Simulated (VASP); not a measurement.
Here is a VASP 6.6.1 calculation.

Contents of INCAR:

```
PREC = Accurate
ENCUT = 520
EDIFF = 1E-6
ISMEAR = 0
SIGMA = 0.028999999999999998
LREAL = False
LASPH = True
NELM = 100
ALGO = Normal
ISIF = 2
LWAVE = False
LCHARG = False
GGA = PE
NBANDS = 17
```

KPOINTS

```
Automatic mesh
0
Gamma
  7 7 7
```

File POSCAR:

```
PbS
1.0
    3.6536590000      0.0000000000      0.0000000000
    0.0000000000      3.6536590000      0.0000000000
    0.0000000000      0.0000000000      3.6536590000
Pb S
1 1
Direct
    0.0000000000      0.0000000000      0.0000000000
    0.5000000000      0.5000000000      0.5000000000
```

Potentials or basis: VASP PAW PBE potentials, release 64 (Pb_d, S).

Run with:

```sh
$ cat potpaw_PBE.64/Pb_d/POTCAR potpaw_PBE.64/S/POTCAR > POTCAR
$ mpirun -np 1 vasp_std > vasp.out
```

Estimate the pressure.

0.2 GPa.

Estimate the band gap on the k mesh.

0.10 eV, indirect (least direct gap 1.43 eV).

Caveat: spin-orbit coupling is left out, which moves the levels of the heavy elements. A k mesh can miss the band edges.
